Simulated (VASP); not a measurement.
# Mg3Sb2 (P-3m1) in VASP: further runs, part 2 of 2

VASP 6.6.1. The steps go on from the part before.

## (3) Single point, r2SCAN (24.61 Å³/atom)

This run uses another cell than the first one, of 24.61 Å³/atom.

File POSCAR:

```
Mg3Sb2
1.0
    4.4811096612      0.0000000000      0.0000000000
   -2.2405548306      3.8807548038      0.0000000000
    0.0000000000      0.0000000000      7.0760778972
Mg Sb
3 2
Direct
    0.3333333333      0.6666666667      0.6332019211
    0.6666666667      0.3333333333      0.3667980789
    0.0000000000      0.0000000000      0.0000000000
    0.3333333333      0.6666666667      0.2255439309
    0.6666666667      0.3333333333      0.7744560691
```

File INCAR.step1:

```
SYSTEM = Mg3Sb2
PREC = Accurate
ENCUT = 660
ISMEAR = 0
SIGMA = 0.02
LREAL = .False.
LASPH = .True.
NELM = 120
NBANDS = 16
GGA = PE
ALGO = Normal
EDIFF = 1E-5
LWAVE = .True.
LCHARG = .False.
GGA_COMPAT = .False.
```

File INCAR.step2:

```
SYSTEM = Mg3Sb2
PREC = Accurate
ENCUT = 660
EDIFF = 1E-6
ISMEAR = 0
SIGMA = 0.02
LREAL = .False.
LASPH = .True.
NELM = 120
ALGO = Normal
ISIF = 2
LWAVE = .False.
LCHARG = .True.
METAGGA = R2SCAN
LMIXTAU = .True.
LELF = .True.
LVHAR = .True.
NBANDS = 16
ISTART = 1
GGA_COMPAT = .False.
```

File KPOINTS:

```
Automatic mesh
0
Gamma
  6 6 4
  0 0 0
```

Potentials or basis: VASP PAW PBE potentials, release 64 (Mg, Sb).

On the command line:

```
> cat potpaw_PBE.64/Mg/POTCAR potpaw_PBE.64/Sb/POTCAR > POTCAR
> cp INCAR.step1 INCAR
> mpirun -np 1 vasp_std > vasp.out
> cp INCAR.step2 INCAR
> mpirun -np 1 vasp_std > vasp.out
```

OUTCAR:

```text
SYSTEM = Mg3Sb2
   PREC = Accurate
   ENCUT = 660
   EDIFF = 1E-6
   ISMEAR = 0
   LREAL = .False.
   LASPH = .True.
   NELM = 120
   ISIF = 2
   METAGGA = R2SCAN
   ISTART = 1

 ion  position               nearest neighbor table
   1  0.333  0.667  0.633-   5 2.77   5 2.77   5 2.77   4 2.88   2 3.20   2 3.20   2 3.20
   2  0.667  0.333  0.367-   4 2.77   4 2.77   4 2.77   5 2.88   1 3.20   1 3.20   1 3.20
   3  0.000  0.000  0.000-   4 3.04   5 3.04   5 3.04   4 3.04   5 3.04   4 3.04
   4  0.333  0.667  0.226-   2 2.77   2 2.77   2 2.77   1 2.88   3 3.04   3 3.04   3 3.04
   5  0.667  0.333  0.774-   1 2.77   1 2.77   1 2.77   2 2.88   3 3.04   3 3.04   3 3.04

  LATTYP: Found a hexagonal cell.
 ALAT       =     4.4811096612
 C/A-ratio  =     1.5790905450

  Lattice vectors:

 A1 = (   4.4811096612,   0.0000000000,   0.0000000000)
 A2 = (  -2.2405548306,   3.8807548038,   0.0000000000)
 A3 = (   0.0000000000,   0.0000000000,   7.0760778972)

Analysis of symmetry for initial positions (statically):
=====================================================================
 Subroutine PRICEL returns:
 Original cell was already a primitive cell.

 Routine SETGRP: Setting up the symmetry group for a
 hexagonal supercell.

 Subroutine GETGRP returns: Found 12 space group operations
 (whereof 12 operations were pure point group operations)
 out of a pool of 24 trial point group operations.

The static configuration has the point symmetry D_3d.

Analysis of symmetry for dynamics (positions and initial velocities):
=====================================================================
 Subroutine PRICEL returns:
 Original cell was already a primitive cell.

 Routine SETGRP: Setting up the symmetry group for a
 hexagonal supercell.

 Subroutine GETGRP returns: Found 12 space group operations
 (whereof 12 operations were pure point group operations)
 out of a pool of 24 trial point group operations.

The dynamic configuration has the point symmetry D_3d.

 Subroutine INISYM returns: Found 12 space group operations
 (whereof 12 operations are pure point group operations),
 and found     1 'primitive' translations

----------------------------------------------------------------------------------------

                                     Primitive cell

  volume of cell :     123.0536

  direct lattice vectors                    reciprocal lattice vectors
     4.481109661  0.000000000  0.000000000     0.223159011  0.128840915  0.000000000
    -2.240554831  3.880754804  0.000000000     0.000000000  0.257681830  0.000000000
     0.000000000  0.000000000  7.076077897     0.000000000  0.000000000  0.141321225

  length of vectors
     4.481109661  4.481109661  7.076077897     0.257681830  0.257681830  0.141321225

  position of ions in fractional coordinates (direct lattice)
     0.333333333  0.666666667  0.633201921
     0.666666667  0.333333333  0.366798079
     0.000000000  0.000000000  0.000000000
     0.333333333  0.666666667  0.225543931
     0.666666667  0.333333333  0.774456069

[... 30 lines left out ...]
 ===========================================

 Found     24 irreducible k-points:

 Following reciprocal coordinates:
            Coordinates               Weight
  0.000000  0.000000  0.000000      1.000000
  0.166667  0.000000  0.000000      6.000000
  0.333333  0.000000  0.000000      6.000000
  0.500000  0.000000  0.000000      3.000000
  0.166667  0.166667  0.000000      6.000000
  0.333333  0.166667  0.000000     12.000000
[... 16 lines left out ...]
  0.333333  0.166667  0.500000     12.000000
  0.333333  0.333333  0.500000      2.000000
   k-points           NKPTS =     24   k-points in BZ     NKDIM =     24   number of bands    NBANDS=     16
   number of dos      NEDOS =    301   number of ions     NIONS =      5
   total plane-waves  NPLWV =  96000
   dimension x,y,z NGX =    40 NGY =   40 NGZ =   60
   dimension x,y,z NGXF=    80 NGYF=   80 NGZF=  120
   ions per type =               3   2
   NGX,Y,Z   is equivalent  to a cutoff of  14.84, 14.84, 14.10 a.u.
   NGXF,Y,Z  is equivalent  to a cutoff of  29.68, 29.68, 28.19 a.u.
 SYSTEM =  Mg3Sb2
   PREC   = accura    normal or accurate (medium, high low for compatibility)
   ISTART =      1    job   : 0-new  1-cont  2-samecut
   ICHARG =      0    charge: 1-file 2-atom 10-const
   ISPIN  =      1    spin polarized calculation?
   LNONCOLLINEAR =      F non collinear calculations
   LSORBIT =      F    spin-orbit coupling
   LASPH  =      T    aspherical Exc in radial PAW
   ENCUT  =  660.0 eV  48.51 Ry    6.96 a.u.   9.39  9.39 14.82*2*pi/ulx,y,z
   NELM   =    120;   NELMIN=  2; NELMDL=  0     # of ELM steps
   EDIFF  = 0.1E-05   stopping-criterion for ELM
   LREAL  =      F    real-space projection
   EDIFFG = 0.1E-04   stopping-criterion for IOM
   NSW    =      0    number of steps for IOM
   IBRION =     -1    ionic relax: 0-MD 1-quasi-New 2-CG
   NFREE  =      0    steps in history (QN), initial steepest desc. (CG)
   ISIF   =      2    stress and relaxation
   ISYM   =      2    0-nonsym 1-usesym 2-fastsym
   POTIM  = 0.5000    time-step for ionic-motion
   TEBEG  =    0.0;   TEEND  =   0.0 temperature during run
   PSTRESS=    0.0 pullay stress
   NELECT =      16.0000    total number of electrons
   NUPDOWN=      -1.0000    fix difference up-down
   EMIN   =  10.00;   EMAX   =-10.00  energy-range for DOS
   EFERMI =   0.00;   METHOD = LEGACY
   ISMEAR =     0;   SIGMA  =   0.02  broadening in eV -4-tet -1-fermi 0-gaus
   EFERMI_NEDOS =   21; number of points for ismear=-14 and -15
   IALGO  =     38    algorithm
   IMIX   =      4    mixing-type and parameters
     AMIX     =   0.40;   BMIX     =  1.00
     AMIX_MAG =   1.60;   BMIX_MAG =  1.00
  volume/ion in A,a.u.               =      24.61       166.08
  Fermi-wavevector in a.u.,A,eV,Ry     =   0.829373  1.567288  9.358904  0.687860
  Thomas-Fermi vector in A             =   1.941909
   LORBIT       =      0    0 simple, 1 ext, 2 COOP (PROOUT), +10 PAW based schemes
   METAGGA = R2SCAN    functional components
   LHFCALC =     F    Hartree Fock is set to
   AEXX    =    0.0000 exact exchange contribution
   IVDW    =     0    specifies the selected vdW correction
   LEPSILON=     F    determine dielectric tensor
   LRPA    =     F    only Hartree local field effects (RPA)
 non-spin polarized calculation
 Gauss-broadening in eV      SIGMA  =   0.02
  energy-cutoff  :      660.00
  volume of cell :      123.05
 maximum number of plane-waves:      4770
 NGX is ok and might be reduce to    40
   NGX = 19   NGY = 19   NGZ = 29

 number of electron      16.0000001 magnetization

 Free energy of the ion-electron system (eV)
  ---------------------------------------------------
  ext. energy  EPLUGINS =         0.00000000
  ---------------------------------------------------
  free energy    TOTEN  =       -66.17825005 eV

  energy without entropy =      -66.17825005  energy(sigma->0) =      -66.17825005

 E-fermi :   5.0329     XC(G=0):  -9.4246

 val. band max:        4.9455033330   @ k =   0.0000   0.0000   0.0000
 cond. band min:       5.4086532388   @ k =   0.3333   0.3333   0.0000
 fundamental gap:      0.4631499058
 Fermi energy:         5.0329051154

 k-point     1 :       0.0000    0.0000    0.0000
  band No.  band energies     occupation
      1      -6.1479      2.00000
      2      -4.6664      2.00000
      3      -0.4437      2.00000
      4       3.6483      2.00000
      5       3.6483      2.00000
      6       4.4508      2.00000
[... 433 lines left out ...]
      3       0.2335      2.00000
      4       0.2335      2.00000
      5       0.5770      2.00000
      6       1.2138      2.00000
[... 8 lines left out ...]
     15      10.6843      0.00000
     16      10.9028      0.00000

------------------------ aborting loop because EDIFF is reached ----------------------------------------

  FORCE on cell =-STRESS in cart. coord.  units (eV):
  Direction    XX          YY          ZZ          XY          YZ          ZX
  --------------------------------------------------------------------------------------
  -------------------------------------------------------------------------------------
  Total        2.5070743      2.5070743      2.4899151      0.0000000      0.0000000     -0.0000000
  in kB       32.6424996     32.6424996     32.4190837      0.0000000      0.0000000     -0.0000000
  external PRESSURE =      32.5680276 kB  Pullay stress =       0.0000000 kB

 VOLUME and BASIS-vectors are now :
 -----------------------------------------------------------------------------
  energy-cutoff  :      660.00
  volume of cell :      123.05
      direct lattice vectors                 reciprocal lattice vectors
     4.481109661  0.000000000  0.000000000     0.223159011  0.128840915  0.000000000
    -2.240554831  3.880754804  0.000000000     0.000000000  0.257681830  0.000000000
     0.000000000  0.000000000  7.076077897     0.000000000  0.000000000  0.141321225

 POSITION                                       TOTAL-FORCE (eV/Angst)
 -----------------------------------------------------------------------------------
     -0.00000      2.58717      4.48059        -0.000000     -0.000000     -0.012959
      2.24055      1.29358      2.59549         0.000000      0.000000      0.012959
      0.00000      0.00000      0.00000         0.000000      0.000000      0.000000
     -0.00000      2.58717      1.59597        -0.000000     -0.000000     -0.016110
      2.24055      1.29358      5.48011         0.000000      0.000000      0.016110
 -----------------------------------------------------------------------------------
    total drift:                                0.000000     -0.000000     -0.000000

  FREE ENERGIE OF THE ION-ELECTRON SYSTEM (eV)
  ---------------------------------------------------
  free  energy   TOTEN  =       -66.1782500496 eV

  energy  without entropy=      -66.1782500496  energy(sigma->0) =      -66.17825005
```

Run time: 3.2 min. Hardware: 1 thread of AMD EPYC 9R45 (Zen 5), shared host; peak memory 0.33 GiB.

Results:

| Property | Result |
| --- | --- |
| Free energy | -66.1783 eV |
| Pressure | 3.3 GPa |
| Largest force | 0.016 eV/Å |
| Band gap on the k mesh | 0.46 eV (least direct gap 1.77 eV) |

Forces in eV/Å, atoms in the order of the input:
```
Mg   0.000  0.000 -0.013
Mg   0.000  0.000  0.013
Mg   0.000  0.000  0.000
Sb   0.000  0.000 -0.016
Sb   0.000  0.000  0.016
```

Caveat: the cell stands under pressure; semilocal functionals underestimate gaps, and a narrow one can read as zero; the PAW data sets were made with another functional, which shifts forces and pressure a little; spin-orbit coupling is left out, which moves the levels of the heavy elements.

## (4) Single point, r2SCAN (25.40 Å³/atom)

This run uses another cell than the first one, of 25.40 Å³/atom.

File POSCAR:

```
Mg3Sb2
1.0
    4.5256365307      0.0000000000      0.0000000000
   -2.2628182653      3.9193162038      0.0000000000
    0.0000000000      0.0000000000      7.1589328249
Mg Sb
3 2
Direct
    0.3333333333      0.6666666667      0.6335335887
    0.6666666667      0.3333333333      0.3664664113
    0.0000000000      0.0000000000      0.0000000000
    0.3333333333      0.6666666667      0.2271262861
    0.6666666667      0.3333333333      0.7728737139
```

File INCAR.step1:

```
SYSTEM = Mg3Sb2
ALGO     = Normal         ! electronic algorithm
EDIFF    = 1E-5           ! SCF threshold, eV
ENCUT    = 660            ! plane-wave cutoff, eV
GGA      = PE             ! functional
GGA_COMPAT= .False.      
ISMEAR   = 0              ! smearing method
LASPH    = .True.         ! aspherical terms in the spheres
LCHARG   = .False.        ! write CHGCAR
LREAL    = .False.        ! projectors in reciprocal space
LWAVE    = .True.         ! write WAVECAR
NBANDS   = 16             ! bands
NELM     = 120            ! most SCF steps
PREC     = Accurate       ! precision mode
SIGMA    = 0.02           ! smearing width, eV
```

File INCAR.step2:

```
SYSTEM = Mg3Sb2
ALGO     = Normal         ! electronic algorithm
EDIFF    = 1E-6           ! SCF threshold, eV
ENCUT    = 660            ! plane-wave cutoff, eV
GGA_COMPAT= .False.      
ISIF     = 2              ! what is computed and relaxed
ISMEAR   = 0              ! smearing method
ISTART   = 1            
LASPH    = .True.         ! aspherical terms in the spheres
LCHARG   = .False.        ! write CHGCAR
LMIXTAU  = .True.       
LREAL    = .False.        ! projectors in reciprocal space
LWAVE    = .False.        ! write WAVECAR
METAGGA  = R2SCAN         ! meta-GGA
NBANDS   = 16             ! bands
NELM     = 120            ! most SCF steps
PREC     = Accurate       ! precision mode
SIGMA    = 0.02           ! smearing width, eV
```

File KPOINTS:

```
k-points
0
Gamma
  6 6 4
  0 0 0
```

On the command line:

```
> cat potpaw_PBE.64/Mg/POTCAR potpaw_PBE.64/Sb/POTCAR > POTCAR
> cp INCAR.step1 INCAR
> mpirun -np 1 vasp_std > vasp.out
> cp INCAR.step2 INCAR
> mpirun -np 1 vasp_std > vasp.out
```

Wall time 3.1 min (1 thread of AMD EPYC 9R45 (Zen 5), shared host); peak memory 0.33 GiB.

Results (log left out):

```
Free energy            : -66.2356 eV
Pressure               : 1.5 GPa
Largest force          : 0.014 eV/Å
Band gap on the k mesh : 0.52 eV (least direct gap 1.76 eV)
```

Forces in eV/Å, atoms in the order of the input:
```
Mg   0.000  0.000 -0.011
Mg   0.000  0.000  0.011
Mg   0.000  0.000  0.000
Sb   0.000  0.000 -0.014
Sb   0.000  0.000  0.014
```

Levels at points of the mesh, in eV from the valence-band top:
| k point | band 5 | band 6 | band 7 | band 8 | band 9 | band 10 | band 11 | band 12 |
| --- | --- | --- | --- | --- | --- | --- | --- | --- |
| (0.00, 0.00, 0.00) | -1.23 | -0.46 | -0.46 | 0.00 | 1.79 | 1.93 | 3.40 | 3.40 |
| (0.50, 0.00, 0.00) | -3.46 | -2.51 | -2.29 | -1.01 | 0.75 | 2.45 | 2.46 | 3.12 |
| (0.00, 0.00, 0.50) | -0.88 | -0.88 | -0.83 | -0.83 | 2.30 | 2.54 | 3.03 | 3.03 |
| (0.50, 0.00, 0.50) | -2.02 | -1.80 | -1.74 | -1.65 | 0.90 | 1.63 | 2.15 | 2.51 |

Caveat: semilocal functionals underestimate gaps, and a narrow one can read as zero; the PAW data sets were made with another functional, which shifts forces and pressure a little; spin-orbit coupling is left out, which moves the levels of the heavy elements.

## (5) Single point, r2SCAN

This run uses another cell than the first one, of 26.18 Å³/atom.

File POSCAR:

```
Mg3Sb2
1.0
    4.5691581998      0.0000000000      0.0000000000
   -2.2845790999      3.9570070750      0.0000000000
    0.0000000000      0.0000000000      7.2404157690
Mg Sb
3 2
Direct
    0.3333333333      0.6666666667      0.6336636214
    0.6666666667      0.3333333333      0.3663363786
    0.0000000000      0.0000000000      0.0000000000
    0.3333333333      0.6666666667      0.2287383462
    0.6666666667      0.3333333333      0.7712616538
```

File INCAR.step1:

```
ALGO = Normal ; EDIFF = 1E-5
ENCUT = 660 ; GGA = PE
GGA_COMPAT = False ; ISMEAR = 0
LASPH = True ; LCHARG = False
LREAL = False ; LWAVE = True
NBANDS = 16 ; NELM = 120
PREC = Accurate ; SIGMA = 0.02
```

File INCAR.step2:

```
ALGO = Normal ; EDIFF = 1E-6
ENCUT = 660 ; GGA_COMPAT = False
ISIF = 2 ; ISMEAR = 0
ISTART = 1 ; LASPH = True
LCHARG = False ; LMIXTAU = True
LREAL = False ; LWAVE = False
METAGGA = R2SCAN ; NBANDS = 16
NELM = 120 ; PREC = Accurate
SIGMA = 0.02
```

File KPOINTS:

```
k-points
0
Gamma
  6 6 4
```

On the command line:

```
> cat potpaw_PBE.64/Mg/POTCAR potpaw_PBE.64/Sb/POTCAR > POTCAR
> cp INCAR.step1 INCAR
> mpirun -np 1 vasp_std > vasp.out
> cp INCAR.step2 INCAR
> mpirun -np 1 vasp_std > vasp.out
```

Wall time 3.3 min (1 thread of AMD EPYC 9R45 (Zen 5), shared host); peak memory 0.35 GiB.

Results (log left out):

```
Free energy            : -66.2532 eV
Pressure               : 0.0 GPa
Largest force          : 0.016 eV/Å
Band gap on the k mesh : 0.56 eV (least direct gap 1.75 eV)
```

Forces on the atoms (eV/Å):
```
Mg   0.000  0.000 -0.004
Mg   0.000  0.000  0.004
Mg   0.000  0.000  0.000
Sb   0.000  0.000 -0.016
Sb   0.000  0.000  0.016
```

Levels at points of the mesh, in eV from the valence-band top:
```csv
k point,band 6,band 7,band 8,band 9,band 10,band 11
"(0.00, 0.00, 0.00)",-0.42,-0.42,0.00,1.77,1.78,3.41
"(0.50, 0.00, 0.00)",-2.40,-2.20,-0.96,0.79,2.43,2.46
"(0.00, 0.00, 0.50)",-0.84,-0.76,-0.76,2.28,2.46,3.06
"(0.50, 0.00, 0.50)",-1.74,-1.69,-1.58,0.87,1.67,2.15
```

Caveat: semilocal functionals underestimate gaps, and a narrow one can read as zero; the PAW data sets were made with another functional, which shifts forces and pressure a little; spin-orbit coupling is left out, which moves the levels of the heavy elements.

## (6) Overview

```tsv
cell	gap on the mesh (eV)	pressure (GPa)	largest force (eV/Å)
a = 4.705, b = 4.705, c = 7.510 Å, angles 90.0, 90.0, 120.0°, 5 atoms, atomic positions A	0.67	-3.6	0.01
a = 4.481, b = 4.481, c = 7.076 Å, angles 90.0, 90.0, 120.0°, 5 atoms, atomic positions B	0.46	3.3	0.02
a = 4.526, b = 4.526, c = 7.159 Å, angles 90.0, 90.0, 120.0°, 5 atoms, atomic positions C	0.52	1.5	0.01
a = 4.569, b = 4.569, c = 7.240 Å, angles 90.0, 90.0, 120.0°, 5 atoms, atomic positions D	0.56	0.0	0.02
```

Alike in all rows: task single point; level r2SCAN; potentials or basis VASP PAW PBE potentials, release 64 (Mg, Sb); no spin polarisation; k mesh 6 × 6 × 4; cutoff (eV) 660; smearing gaussian 0.02 eV.

Caveats: semilocal functionals underestimate gaps, and a narrow one can read as zero; the PAW data sets were made with another functional, which shifts forces and pressure a little; spin-orbit coupling is left out, which moves the levels of the heavy elements; the cell stands under tension (at least some runs); the cell stands under pressure (at least some runs).

Absolute energies hang on the potentials; compare differences alone.
